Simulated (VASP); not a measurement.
# Ga (I4/mmm) in VASP: further runs

The runs below take Ga through single point, relaxation of shape and atoms at fixed volume, with r2SCAN.

Everything below comes from runs of VASP 6.6.1. Logs are shortened: lines on timing, memory, paths and dates and some standing lists are left out, and cuts for length are marked.

**1. The cell of the first run**

It takes space group I4/mmm (No. 139, tetragonal). Conventional cell: a = 2.698 Å, b = 2.698 Å, c = 4.321 Å, α = 90.00°, β = 90.00°, γ = 90.00°. Within 3.6 Å of Ga (site symmetry 4/mmm) lie 12 Ga at 2.70 to 2.88 Å.

**2. Single point, r2SCAN (15.73 Å³/atom)**

The input, POSCAR:

```
Ga
1.0
   -1.3492245213      1.3492245213      2.1607321576
    1.3492245213     -1.3492245213      2.1607321576
    1.3492245213      1.3492245213     -2.1607321576
Ga
1
Direct
    0.0000000000      0.0000000000      0.0000000000
```

The input, INCAR.step1:

```
  PREC = Accurate
  ENCUT = 520
  ISMEAR = 0
  SIGMA = 0.1
  LREAL = False
  LASPH = True
  NELM = 100
  NBANDS = 12
  GGA = PE
  ALGO = Normal
  EDIFF = 1E-4
  LWAVE = True
  LCHARG = False
```

The input, INCAR.step2:

```
  PREC = Accurate
  ENCUT = 520
  EDIFF = 1E-6
  ISMEAR = 0
  SIGMA = 0.1
  LREAL = False
  LASPH = True
  NELM = 100
  ALGO = Normal
  ISIF = 2
  LWAVE = False
  LCHARG = True
  METAGGA = R2SCAN
  LMIXTAU = True
  LELF = True
  LVHAR = True
  NBANDS = 12
  ISTART = 1
```

The input, KPOINTS:

```
Automatic mesh
0
Gamma
  20 20 20
```

Potentials or basis: VASP PAW PBE potentials, release 64 (Ga_d).

Started as:

```
$ cat potpaw_PBE.64/Ga_d/POTCAR > POTCAR
$ cp INCAR.step1 INCAR
$ mpirun -np 1 vasp_std > vasp.out
$ cp INCAR.step2 INCAR
$ mpirun -np 1 vasp_std > vasp.out
```

OUTCAR:

```text
PREC = Accurate
   ENCUT = 520
   EDIFF = 1E-6
   ISMEAR = 0
   LREAL = False
   LASPH = True
   NELM = 100
   ISIF = 2
   METAGGA = R2SCAN
   ISTART = 1

 ion  position               nearest neighbor table
   1  0.000  0.000  0.000-

  LATTYP: Found a body centered tetragonal cell.
 ALAT       =     2.6984490426
 C/A-ratio  =     1.6014622648

  Lattice vectors:

 A1 = (  -1.3492245213,   1.3492245213,   2.1607321576)
 A2 = (   1.3492245213,  -1.3492245213,   2.1607321576)
 A3 = (   1.3492245213,   1.3492245213,  -2.1607321576)

Analysis of symmetry for initial positions (statically):
=====================================================================
 Subroutine PRICEL returns:
 Original cell was already a primitive cell.

 Routine SETGRP: Setting up the symmetry group for a
 body centered tetragonal supercell.

 Subroutine GETGRP returns: Found 16 space group operations
 (whereof 16 operations were pure point group operations)
 out of a pool of 16 trial point group operations.

The static configuration has the point symmetry D_4h.

Analysis of symmetry for dynamics (positions and initial velocities):
=====================================================================
 Subroutine PRICEL returns:
 Original cell was already a primitive cell.

 Routine SETGRP: Setting up the symmetry group for a
 body centered tetragonal supercell.

 Subroutine GETGRP returns: Found 16 space group operations
 (whereof 16 operations were pure point group operations)
 out of a pool of 16 trial point group operations.

The dynamic configuration has the point symmetry D_4h.

 Subroutine INISYM returns: Found 16 space group operations
 (whereof 16 operations are pure point group operations),
 and found     1 'primitive' translations

----------------------------------------------------------------------------------------

                                     Primitive cell

  volume of cell :      15.7336

  direct lattice vectors                    reciprocal lattice vectors
    -1.349224521  1.349224521  2.160732158     0.000000000  0.370583244  0.231403045
     1.349224521 -1.349224521  2.160732158     0.370583244  0.000000000  0.231403045
     1.349224521  1.349224521 -2.160732158     0.370583244  0.370583244  0.000000000

  length of vectors
     2.882633705  2.882633705  2.882633705     0.436897368  0.436897368  0.524083850

  position of ions in fractional coordinates (direct lattice)
     0.000000000  0.000000000  0.000000000

  ion indices of the primitive-cell ions
   primitive index   ion index
                 1           1

----------------------------------------------------------------------------------------

 KPOINTS: Automatic mesh

Automatic generation of k-mesh.
 Grid dimensions read from file:
 generate k-points for:   20   20   20

 Generating k-lattice:

  Cartesian coordinates                     Fractional coordinates (reciprocal lattice)
     0.000000000  0.018529162  0.011570152     0.050000000  0.000000000 -0.000000000
     0.018529162  0.000000000  0.011570152     0.000000000  0.050000000 -0.000000000
     0.018529162  0.018529162  0.000000000     0.000000000  0.000000000  0.050000000

  Length of vectors
     0.021844868  0.021844868  0.026204192

  Shift w.r.t. Gamma in fractional coordinates (k-lattice)
     0.000000000  0.000000000  0.000000000

 Subroutine IBZKPT returns following result:
 ===========================================

 Found    641 irreducible k-points:

 Following reciprocal coordinates:
            Coordinates               Weight
  0.000000  0.000000  0.000000      1.000000
  0.050000 -0.000000  0.000000      8.000000
  0.100000 -0.000000  0.000000      8.000000
  0.150000 -0.000000  0.000000      8.000000
  0.200000 -0.000000  0.000000      8.000000
  0.250000 -0.000000  0.000000      8.000000
[... 16 lines left out ...]
 -0.400000  0.050000  0.000000     16.000000
 -0.350000  0.050000  0.000000     16.000000
 [... further k-points ...]
   k-points           NKPTS =    641   k-points in BZ     NKDIM =    641   number of bands    NBANDS=     12
   number of dos      NEDOS =    301   number of ions     NIONS =      1
   total plane-waves  NPLWV =  13824
   dimension x,y,z NGX =    24 NGY =   24 NGZ =   24
   dimension x,y,z NGXF=    48 NGYF=   48 NGZF=   48
   ions per type =               1
   NGX,Y,Z   is equivalent  to a cutoff of  13.84, 13.84, 13.84 a.u.
   NGXF,Y,Z  is equivalent  to a cutoff of  27.68, 27.68, 27.68 a.u.
 SYSTEM =  unknown system
   PREC   = accura    normal or accurate (medium, high low for compatibility)
   ISTART =      1    job   : 0-new  1-cont  2-samecut
   ICHARG =      0    charge: 1-file 2-atom 10-const
   ISPIN  =      1    spin polarized calculation?
   LNONCOLLINEAR =      F non collinear calculations
   LSORBIT =      F    spin-orbit coupling
   LASPH  =      T    aspherical Exc in radial PAW
   ENCUT  =  520.0 eV  38.22 Ry    6.18 a.u.   5.36  5.36  5.36*2*pi/ulx,y,z
   NELM   =    100;   NELMIN=  2; NELMDL=  0     # of ELM steps
   EDIFF  = 0.1E-05   stopping-criterion for ELM
   LREAL  =      F    real-space projection
[... 7 lines left out ...]
   TEBEG  =    0.0;   TEEND  =   0.0 temperature during run
   PSTRESS=    0.0 pullay stress
   NELECT =      13.0000    total number of electrons
   NUPDOWN=      -1.0000    fix difference up-down
   EMIN   =  10.00;   EMAX   =-10.00  energy-range for DOS
   EFERMI =   0.00;   METHOD = LEGACY
   ISMEAR =     0;   SIGMA  =   0.10  broadening in eV -4-tet -1-fermi 0-gaus
   EFERMI_NEDOS =   21; number of points for ismear=-14 and -15
   IALGO  =     38    algorithm
   IMIX   =      4    mixing-type and parameters
     AMIX     =   0.40;   BMIX     =  1.00
     AMIX_MAG =   1.60;   BMIX_MAG =  1.00
  volume/ion in A,a.u.               =      15.73       106.18
  Fermi-wavevector in a.u.,A,eV,Ry     =   1.536194  2.902986 32.108293  2.359893
  Thomas-Fermi vector in A             =   2.642877
   LORBIT       =      0    0 simple, 1 ext, 2 COOP (PROOUT), +10 PAW based schemes
   METAGGA = R2SCAN    functional components
   LHFCALC =     F    Hartree Fock is set to
   AEXX    =    0.0000 exact exchange contribution
   IVDW    =     0    specifies the selected vdW correction
   LEPSILON=     F    determine dielectric tensor
   LRPA    =     F    only Hartree local field effects (RPA)
 non-spin polarized calculation
 Gauss-broadening in eV      SIGMA  =   0.10
  energy-cutoff  :      520.00
  volume of cell :       15.73
 maximum number of plane-waves:       434
 NGX is ok and might be reduce to    24
   NGX = 11   NGY = 11   NGZ = 11

 number of electron      12.9999995 magnetization

 Free energy of the ion-electron system (eV)
  ---------------------------------------------------
  ext. energy  EPLUGINS =         0.00000000
  ---------------------------------------------------
  free energy    TOTEN  =       -11.24939267 eV

  energy without entropy =      -11.24754131  energy(sigma->0) =      -11.24846699

 E-fermi :   7.3819     XC(G=0): -13.2692

 val. band max:        7.3685861123   @ k =  -0.2500   0.5000   0.2500
 cond. band min:       7.3876517247   @ k =   0.4000   0.3500   0.1000
 fundamental gap:      0.0190656124
 Fermi energy:         7.3819032914

 k-point     1 :       0.0000    0.0000    0.0000
  band No.  band energies     occupation
      1      -8.5062      2.00000
      2      -8.3128      2.00000
      3      -8.3128      2.00000
      4      -8.2913      2.00000
      5      -8.0902      2.00000
      6      -5.9134      2.00000
      7      22.4990      0.00000
      8      22.4990      0.00000
      9      22.7216      0.00000
     10      25.1530      0.00000
     11      25.5862      0.00000
     12      26.3899      0.00000

 k-point     2 :       0.0500   -0.0000    0.0000
  band No.  band energies     occupation
      1      -8.5011      2.00000
      2      -8.3151      2.00000
      3      -8.3086      2.00000
      4      -8.2897      2.00000
      5      -8.0930      2.00000
      6      -5.8358      2.00000
      7      21.3268      0.00000
      8      22.3094      0.00000
      9      22.3763      0.00000
     10      24.5185      0.00000
     11      26.1413      0.00000
     12      26.6495      0.00000

 k-point     3 :       0.1000   -0.0000    0.0000
  band No.  band energies     occupation
      1      -8.4883      2.00000
      2      -8.3249      2.00000
      3      -8.2970      2.00000
      4      -8.2810      2.00000
      5      -8.1006      2.00000
      6      -5.6012      2.00000
      7      19.0028      0.00000
      8      21.5128      0.00000
      9      22.0909      0.00000
     10      24.2634      0.00000
     11      26.0106      0.00000
     12      27.3413      0.00000
[... 286 lines left out ...]
 k-point    23 :      -0.4000    0.0500    0.0000
  band No.  band energies     occupation
      1      -8.5243      2.00000
      2      -8.4376      2.00000
      3      -8.2841      2.00000
      4      -8.0905      2.00000
      5      -8.0327      2.00000
      6      -1.0702      2.00000
      7       6.1485      2.00000
      8      17.1588      0.00000
      9      20.8413      0.00000
     10      22.3341      0.00000
     11      23.8779      0.00000
     12      27.1582      0.00000

 k-point    24 :      -0.3500    0.0500    0.0000
  band No.  band energies     occupation
      1      -8.4987      2.00000
      2      -8.4266      2.00000
      3      -8.2720      2.00000
      4      -8.1164      2.00000
      5      -8.0708      2.00000
      6      -2.2310      2.00000
      7       8.1304      0.00000
      8      17.4770      0.00000
      9      20.8963      0.00000
     10      22.7693      0.00000
     11      24.4870      0.00000
     12      27.0436      0.00000

 [... further k-points ...]

------------------------ aborting loop because EDIFF is reached ----------------------------------------

  FORCE on cell =-STRESS in cart. coord.  units (eV):
  Direction    XX          YY          ZZ          XY          YZ          ZX
  --------------------------------------------------------------------------------------
  -------------------------------------------------------------------------------------
  Total        1.0145420      1.0145420      0.9997916      0.0000000      0.0000000      0.0000000
  in kB      103.3121070    103.3121070    101.8100549      0.0000000      0.0000000      0.0000000
  external PRESSURE =     102.8114229 kB  Pullay stress =       0.0000000 kB

 VOLUME and BASIS-vectors are now :
 -----------------------------------------------------------------------------
  energy-cutoff  :      520.00
  volume of cell :       15.73
      direct lattice vectors                 reciprocal lattice vectors
    -1.349224521  1.349224521  2.160732158     0.000000000  0.370583244  0.231403045
     1.349224521 -1.349224521  2.160732158     0.370583244  0.000000000  0.231403045
     1.349224521  1.349224521 -2.160732158     0.370583244  0.370583244  0.000000000

 POSITION                                       TOTAL-FORCE (eV/Angst)
 -----------------------------------------------------------------------------------
      0.00000      0.00000      0.00000         0.000000     -0.000000      0.000000
 -----------------------------------------------------------------------------------
    total drift:                                0.000000      0.000000     -0.000000

  FREE ENERGIE OF THE ION-ELECTRON SYSTEM (eV)
  ---------------------------------------------------
  free  energy   TOTEN  =       -11.2493926666 eV

  energy  without entropy=      -11.2475413084  energy(sigma->0) =      -11.24846699
```

Run time: 2.5 min. Hardware: 1 thread of Intel Xeon 6975P-C (Granite Rapids), shared host; peak memory 0.23 GiB.

Results:

| Item | Value |
| --- | --- |
| Free energy | -11.2494 eV |
| Pressure | 10.3 GPa |
| Band gap on the k mesh | zero (an odd number of electrons rules out a gap without spin polarisation) |

Caveat: the cell stands under pressure; the PAW data sets were made with another functional, which shifts forces and pressure a little.

**3. Single point, r2SCAN (16.27 Å³/atom)**

This run uses another cell than the first one, of 16.27 Å³/atom.

The input, POSCAR:

```
Ga
1.0
   -1.3620932656      1.3620932656      2.1923728513
    1.3620932656     -1.3620932656      2.1923728513
    1.3620932656      1.3620932656     -2.1923728513
Ga
1
Direct
    0.0000000000      0.0000000000      0.0000000000
```

The input, INCAR.step1:

```
PREC = Accurate ; ENCUT = 520
ISMEAR = 0 ; SIGMA = 0.1
LREAL = False ; LASPH = True
NELM = 100 ; NBANDS = 12
GGA = PE ; ALGO = Normal
EDIFF = 1E-4 ; LWAVE = True
LCHARG = False
```

The input, INCAR.step2:

```
PREC = Accurate ; ENCUT = 520
EDIFF = 1E-6 ; ISMEAR = 0
SIGMA = 0.1 ; LREAL = False
LASPH = True ; NELM = 100
ALGO = Normal ; ISIF = 2
LWAVE = False ; LCHARG = False
METAGGA = R2SCAN ; LMIXTAU = True
NBANDS = 12 ; ISTART = 1
```

The input, KPOINTS:

```
regular mesh
0
Gamma
  20 20 20
```

Potentials or basis: VASP PAW PBE potentials, release 64 (Ga_d).

Started as:

```
$ cat potpaw_PBE.64/Ga_d/POTCAR > POTCAR
$ cp INCAR.step1 INCAR
$ mpirun -np 1 vasp_std > vasp.out
$ cp INCAR.step2 INCAR
$ mpirun -np 1 vasp_std > vasp.out
```

It took 2.4 min on 1 thread of Intel Xeon 6975P-C (Granite Rapids), shared host; peak memory 0.24 GiB.

The run converged. Its results:

```yaml
Free_energy: -11.2780 eV
Pressure: 7.1 GPa
Band_gap_on_the_k_mesh: zero (an odd number of electrons rules out a gap without spin polarisation)
```

Stress tensor (GPa, compression positive):
```
7.12 0.00 0.00
0.00 7.12 0.00
0.00 0.00 6.96
```

Levels at points of the mesh, in eV from the Fermi level:
```
           k point  band 3  band 4  band 5  band 6  band 7  band 8  band 9  band 10
(0.00, 0.00, 0.00)  -15.63  -15.62  -15.42  -12.97   14.70   14.70   14.86    17.63
(0.50, 0.00, 0.00)  -15.61  -15.39  -15.34   -5.28   -5.06    9.54   13.66    13.75
(0.50, 0.50, 0.00)  -15.40  -15.39  -15.24   -2.77   -0.93    4.37    5.56     8.65
(0.50, 0.50, 0.50)  -15.35  -15.34  -15.34   -4.52   -4.15    7.41    7.41    10.56
```

Caveat: the cell stands under pressure; the PAW data sets were made with another functional, which shifts forces and pressure a little.

[end of part 1 of 4]
